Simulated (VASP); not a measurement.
# Tm2CdC2 (P6/mmm) in VASP: notebook, part 3 of 3

VASP 6.6.1. Earlier steps stand in the parts before.

### Step 4. Relaxation of cell and atoms, PBE

Input file INCAR:

```
SYSTEM = Tm2CdC2
PREC = Accurate
ENCUT = 600
EDIFF = 1E-7
ISMEAR = 0
SIGMA = 0.1
LREAL = .False.
LASPH = .True.
NELM = 200
ALGO = Normal
ISIF = 3
LWAVE = .False.
LCHARG = .False.
GGA = PE
IBRION = 2
NSW = 90
EDIFFG = -0.04
GGA_COMPAT = .False.
NELMIN = 4
LMAXMIX = 6
```

Input file KPOINTS:

```
Automatic mesh
0
Gamma
  6 6 4
  0 0 0
```

Input file POSCAR:

```
Tm2CdC2
1.0
    4.9332372500      0.0000000000      0.0000000000
   -2.4666186300      4.2723087800      0.0000000000
    0.0000000000      0.0000000000      4.7320410000
Tm Cd C
2 1 2
Direct
    0.3333333300      0.6666666700      0.0000000000
    0.6666666700      0.3333333300      0.0000000000
    0.0000000000      0.0000000000      0.5000000000
    0.3333333300      0.6666666700      0.5000000000
    0.6666666700      0.3333333300      0.5000000000
```

Potentials or basis: VASP PAW PBE potentials, release 64 (Tm_3, Cd, C), 4f in core.

Command:

```console
$ cat potpaw_PBE.64/Tm_3/POTCAR potpaw_PBE.64/Cd/POTCAR potpaw_PBE.64/C/POTCAR > POTCAR
$ mpirun -np 1 vasp_std > vasp.out
```

OUTCAR:

```text
SYSTEM = Tm2CdC2
   PREC = Accurate
   ENCUT = 600
   EDIFF = 1E-7
   ISMEAR = 0
   LREAL = .False.
   LASPH = .True.
   NELM = 200
   ISIF = 3
   GGA = PE
   IBRION = 2
   NSW = 90
   EDIFFG = -0.04
   NELMIN = 4

 ion  position               nearest neighbor table
   1  0.333  0.667  0.000-   4 2.37   4 2.37   2 2.85   2 2.85   2 2.85   3 3.70   3 3.70   3 3.70
                             3 3.70   3 3.70   3 3.70
   2  0.667  0.333  0.000-   5 2.37   5 2.37   1 2.85   1 2.85   1 2.85   3 3.70   3 3.70   3 3.70
                             3 3.70   3 3.70   3 3.70
   3  0.000  0.000  0.500-   4 2.85   5 2.85   5 2.85   4 2.85   5 2.85   4 2.85   1 3.70   2 3.70
                             1 3.70   2 3.70   2 3.70   1 3.70   2 3.70   1 3.70   2 3.70   1 3.70
   4  0.333  0.667  0.500-   1 2.37   1 2.37   3 2.85   3 2.85   3 2.85
   5  0.667  0.333  0.500-   2 2.37   2 2.37   3 2.85   3 2.85   3 2.85

  LATTYP: Found a hexagonal cell.
 ALAT       =     4.9332372500
 C/A-ratio  =     0.9592161820

  Lattice vectors:

 A1 = (   4.9332372500,   0.0000000000,   0.0000000000)
 A2 = (  -2.4666186300,   4.2723087800,   0.0000000000)
 A3 = (   0.0000000000,   0.0000000000,   4.7320410000)

Analysis of symmetry for initial positions (statically):
=====================================================================
 Subroutine PRICEL returns:
[... 166 lines left out ...]

 number of electron      38.0000003 magnetization

 Free energy of the ion-electron system (eV)
  ---------------------------------------------------
  ext. energy  EPLUGINS =         0.00000000
  ---------------------------------------------------
  free energy    TOTEN  =       -20.03969423 eV

  energy without entropy =      -20.02295502  energy(sigma->0) =      -20.03132462

------------------------ aborting loop because EDIFF is reached ----------------------------------------

  FORCE on cell =-STRESS in cart. coord.  units (eV):
  Direction    XX          YY          ZZ          XY          YZ          ZX
  --------------------------------------------------------------------------------------
  -------------------------------------------------------------------------------------
  Total        2.2115994      2.2115994     -4.6301322     -0.0000000      0.0000000     -0.0000000
  in kB       35.5282582     35.5282582    -74.3807982     -0.0000000      0.0000000     -0.0000000
  external PRESSURE =      -1.1080940 kB  Pullay stress =       0.0000000 kB
[... 182 lines left out ...]
--------------------------------------- Ionic step        6  -------------------------------------------

 number of electron      38.0000000 magnetization

 Free energy of the ion-electron system (eV)
  ---------------------------------------------------
  ext. energy  EPLUGINS =         0.00000000
  ---------------------------------------------------
  free energy    TOTEN  =       -20.23303835 eV

  energy without entropy =      -20.22234427  energy(sigma->0) =      -20.22769131

 E-fermi :   2.2301     XC(G=0): -10.0255

 val. band max:        2.1877374164   @ k =   0.5000   0.0000   0.0000
 cond. band min:       2.2354441388   @ k =   0.1667   0.1667   0.5000
 fundamental gap:      0.0477067224
 Fermi energy:         2.2300609151

 k-point     1 :       0.0000    0.0000    0.0000
  band No.  band energies     occupation
      1     -23.2564      2.00000
      2     -23.2564      2.00000
      3     -22.5544      2.00000
      4     -22.4776      2.00000
      5     -22.4776      2.00000
      6     -22.3353      2.00000
[... 567 lines left out ...]
  FREE ENERGIE OF THE ION-ELECTRON SYSTEM (eV)
  ---------------------------------------------------
  free  energy   TOTEN  =       -20.2330383543 eV

  energy  without entropy=      -20.2223442688  energy(sigma->0) =      -20.22769131

 reached required accuracy - stopping structural energy minimisation
```

CONTCAR:

```text
Tm2CdC2
   1.00000000000000
     5.1752458146439135   -0.0000000002914692   -0.0000000000000000
    -2.5876229128196604    4.4818943448513853    0.0000000000000000
    -0.0000000000000000    0.0000000000000000    4.5567661905398369
  Tm              Cd              C
     2     1     2
Direct
     0.3333333300000021    0.6666666699999979    0.0000000000000000
     0.6666666699999979    0.3333333300000021    0.0000000000000000
     0.0000000000000000    0.0000000000000000    0.5000000000000000
     0.3333333300000021    0.6666666699999979    0.5000000000000000
     0.6666666699999979    0.3333333300000021    0.5000000000000000

  0.00000000E+00  0.00000000E+00  0.00000000E+00
  0.00000000E+00  0.00000000E+00  0.00000000E+00
  0.00000000E+00  0.00000000E+00  0.00000000E+00
  0.00000000E+00  0.00000000E+00  0.00000000E+00
  0.00000000E+00  0.00000000E+00  0.00000000E+00
```

It took 2.6 min on 1 thread of AMD EPYC 9R45 (Zen 5), shared host; peak memory 0.25 GiB.

Results:

* Free energy: -20.2330 eV
* Relaxed volume: 21.14 Å³/atom
* Relaxed cell: a = 5.175 Å, b = 5.175 Å, c = 4.557 Å, α = 90.00°, β = 90.00°, γ = 120.00°
* Space group after relaxing (to 0.1 Å): P6/mmm (No. 191)
* Energy gained by relaxing: 38.7 meV/atom
* Ionic steps: 6
* Pressure after relaxing: -0.1 GPa
* Band gap on the k mesh: zero (bands 19 and 20 overlap by 1.24 eV)

Stress tensor (GPa, compression positive):
```
 0.06  0.00  0.00
 0.00  0.06  0.00
 0.00  0.00 -0.28
```

The path:
| step | energy change (eV) | largest force (eV/Å) | pressure (GPa) | volume (Å³) |
| --- | --- | --- | --- | --- |
| 1 | 0.0000 | 0.0000 | -0.11 | 99.73 |
| 2 | -0.1405 | 0.0000 | 2.96 | 99.39 |
| 3 | -0.1414 | 0.0000 | 2.65 | 99.42 |
| 4 | -0.1900 | 0.0000 | 0.55 | 104.11 |
| 5 | -0.1934 | 0.0000 | -0.10 | 105.82 |
| 6 | -0.1933 | 0.0000 | -0.05 | 105.69 |

Final structure:
```cif
data_structure
_symmetry_space_group_name_H-M 'P 1'
_symmetry_Int_Tables_number 1
_cell_length_a 5.1752
_cell_length_b 5.1752
_cell_length_c 4.5568
_cell_angle_alpha 90.000
_cell_angle_beta 90.000
_cell_angle_gamma 120.000
_cell_volume 105.69
loop_
_atom_site_label
_atom_site_type_symbol
_atom_site_fract_x
_atom_site_fract_y
_atom_site_fract_z
_atom_site_occupancy
Tm1 Tm 0.33333 0.66667 0.00000 1
Tm2 Tm 0.66667 0.33333 0.00000 1
Cd1 Cd 0.00000 0.00000 0.50000 1
C1 C 0.33333 0.66667 0.50000 1
C2 C 0.66667 0.33333 0.50000 1
```

Levels at points of the mesh, in eV from the Fermi level:
```tsv
k point	band 17	band 18	band 19	band 20	band 21	band 22
(0.00, 0.00, 0.00)	-0.64	-0.64	-0.40	1.22	1.74	1.80
(0.50, 0.00, 0.00)	-0.04	0.16	0.19	0.85	1.24	1.42
(0.00, 0.00, 0.50)	-2.01	-1.78	-0.69	-0.69	-0.37	1.62
(0.50, 0.00, 0.50)	-2.57	-0.97	-0.28	-0.10	0.73	0.87
```

Caveat: spin-orbit coupling is left out, which moves the levels of the heavy elements; the 4f electrons are frozen in the core, so they carry no moment and show no levels. Spin polarisation is off, so any magnetic state and its effect on volume and gap are missing.

### Step 5. Single point, PBE

This run uses another cell than the first one, of 20.64 Å³/atom.

Input file INCAR:

```
ALGO     = Normal         # electronic algorithm
EDIFF    = 1E-6           # SCF threshold, eV
ENCUT    = 600            # plane-wave cutoff, eV
GGA      = PE             # functional
GGA_COMPAT= False        
ISIF     = 2              # what is computed and relaxed
ISMEAR   = 0              # smearing method
LASPH    = True           # aspherical terms in the spheres
LCHARG   = False          # write CHGCAR
LMAXMIX  = 6              # l up to which the mixer works
LREAL    = False          # projectors in reciprocal space
LWAVE    = False          # write WAVECAR
NBANDS   = 27             # bands
NELM     = 200            # most SCF steps
PREC     = Accurate       # precision mode
SIGMA    = 0.1            # smearing width, eV
```

Input file KPOINTS:

```
k-points
0
Gamma
  12 12 8
```

Input file POSCAR:

```
Tm2CdC2
1.0
    5.1118721831      0.0000000000      0.0000000000
   -2.5559360915      4.4270111714      0.0000000000
    0.0000000000      0.0000000000      4.5604504848
Tm Cd C
2 1 2
Direct
    0.3333333333      0.6666666667      0.0000000000
    0.6666666667      0.3333333333      0.0000000000
    0.0000000000      0.0000000000      0.5000000000
    0.3333333333      0.6666666667      0.5000000000
    0.6666666667      0.3333333333      0.5000000000
```

Potentials or basis: VASP PAW PBE potentials, release 64 (Tm_3, Cd, C), 4f in core.

Command:

```console
$ cat potpaw_PBE.64/Tm_3/POTCAR potpaw_PBE.64/Cd/POTCAR potpaw_PBE.64/C/POTCAR > POTCAR
$ mpirun -np 1 vasp_std > vasp.out
```

OUTCAR:

```text
EDIFF = 1E-6
   ENCUT = 600
   GGA = PE
   ISIF = 2
   ISMEAR = 0
   LASPH = True
   LREAL = False
   NELM = 200
   PREC = Accurate

 ion  position               nearest neighbor table
   1  0.333  0.667  0.000-   4 2.28   4 2.28   2 2.95   2 2.95   2 2.95   3 3.73   3 3.73   3 3.73
                             3 3.73   3 3.73   3 3.73
   2  0.667  0.333  0.000-   5 2.28   5 2.28   1 2.95   1 2.95   1 2.95   3 3.73   3 3.73   3 3.73
                             3 3.73   3 3.73   3 3.73
   3  0.000  0.000  0.500-   1 3.73   2 3.73   1 3.73   2 3.73   1 3.73   1 3.73   2 3.73   2 3.73
[... 929 lines left out ...]
  -------------------------------------------------------------------------------------
  Total        0.1542977      0.1542977      0.9763951      0.0000000      0.0000000      0.0000000
  in kB        2.3953646      2.3953646     15.1578575      0.0000000      0.0000000      0.0000000
  external PRESSURE =       6.6495289 kB  Pullay stress =       0.0000000 kB

 VOLUME and BASIS-vectors are now :
 -----------------------------------------------------------------------------
  energy-cutoff  :      600.00
  volume of cell :      103.20
      direct lattice vectors                 reciprocal lattice vectors
     5.111872183  0.000000000  0.000000000     0.195623045  0.112943017  0.000000000
    -2.555936092  4.427011171  0.000000000     0.000000000  0.225886035  0.000000000
     0.000000000  0.000000000  4.560450485     0.000000000  0.000000000  0.219276583

 POSITION                                       TOTAL-FORCE (eV/Angst)
 -----------------------------------------------------------------------------------
     -0.00000      2.95134      0.00000         0.000000      0.000000     -0.000000
      2.55594      1.47567      0.00000         0.000000     -0.000000      0.000000
      0.00000      0.00000      2.28023         0.000000     -0.000000      0.000000
     -0.00000      2.95134      2.28023        -0.000000     -0.000000      0.000000
      2.55594      1.47567      2.28023         0.000000      0.000000      0.000000
 -----------------------------------------------------------------------------------
    total drift:                               -0.000000      0.000000      0.000000

  FREE ENERGIE OF THE ION-ELECTRON SYSTEM (eV)
  ---------------------------------------------------
  free  energy   TOTEN  =       -20.1949853488 eV

  energy  without entropy=      -20.1830599501  energy(sigma->0) =      -20.18902265
```

It took 3.1 min on 1 thread of AMD EPYC 9R45 (Zen 5), shared host; peak memory 0.44 GiB.

What came out:

```yaml
Free_energy: -20.1950 eV
Pressure: 0.7 GPa
Band_gap_on_the_k_mesh: zero (bands 19 and 20 overlap by 1.24 eV)
```

Stress tensor (GPa, compression positive):
```
0.24 0.00 0.00
0.00 0.24 0.00
0.00 0.00 1.52
```

Caveat: spin-orbit coupling is left out, which moves the levels of the heavy elements; the 4f electrons are frozen in the core, so they carry no moment and show no levels. Spin polarisation is off, so any magnetic state and its effect on volume and gap are missing.

### Step 6. The runs side by side

```csv
task,cell,k mesh,gap on the mesh (eV),pressure (GPa)
single point,"a = 4.933, b = 4.933, c = 4.732 Å, angles 90.0, 90.0, 120.0°, 5 atoms",6 × 6 × 4,none,-0.1
single point,"a = 5.152, b = 5.152, c = 4.533 Å, angles 90.0, 90.0, 120.0°, 5 atoms",6 × 6 × 4,none,0.8
relaxation of cell and atoms,"relaxed from a = 4.933, b = 4.933, c = 4.732 Å, angles 90.0, 90.0, 120.0°, 5 atoms",6 × 6 × 4,none,-0.1
single point,"a = 5.112, b = 5.112, c = 4.560 Å, angles 90.0, 90.0, 120.0°, 5 atoms",12 × 12 × 8,none,0.7
```

Alike in all rows: level PBE; potentials or basis VASP PAW PBE potentials, release 64 (Tm_3, Cd, C), 4f in core; no spin polarisation; cutoff (eV) 600; smearing gaussian 0.1 eV.

Caveats: spin-orbit coupling is left out, which moves the levels of the heavy elements; the 4f electrons are frozen in the core, so they carry no moment and show no levels; the stress differs along the axes, from -7 to 4 GPa (at least some runs).

Absolute energies hang on the potentials; compare differences alone.

The gap in the log of VASP goes by the Fermi energy; the results here count the filled bands.